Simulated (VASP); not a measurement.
Here is a VASP 6.6.1 calculation.

INCAR

```
SYSTEM = HgTe
ALGO = Normal
EDIFF = 1E-7
ENCUT = 520
GGA = PE
ISIF = 2
ISMEAR = 0
LASPH = .TRUE.
LCHARG = .FALSE.
LREAL = .FALSE.
LWAVE = .FALSE.
NBANDS = 16
NELM = 100
PREC = Accurate
SIGMA = 0.15
```

The input KPOINTS:

```
k-points
0
G
  16 16 16
  0 0 0
```

File POSCAR:

```
HgTe
1.0
    0.0000000000      3.3247980766      3.3247980766
    3.3247980766      0.0000000000      3.3247980766
    3.3247980766      3.3247980766      0.0000000000
Hg Te
1 1
Direct
    0.0000000000      0.0000000000      0.0000000000
    0.7500000000      0.7500000000      0.7500000000
```

Potentials or basis: VASP PAW PBE potentials, release 64 (Hg, Te).

Launch:

```sh
$ cat potpaw_PBE.64/Hg/POTCAR potpaw_PBE.64/Te/POTCAR > POTCAR
$ mpirun -np 1 vasp_std > vasp.out
```

Q: Predict the band gap on the k mesh.

A: Zero (filled and empty bands touch).

Q: What does it give for the pressure?

A: 0.1 GPa.

Caveat: semilocal functionals underestimate gaps, so a narrow gap can read as zero; spin-orbit coupling is left out, which moves the levels of the heavy elements.
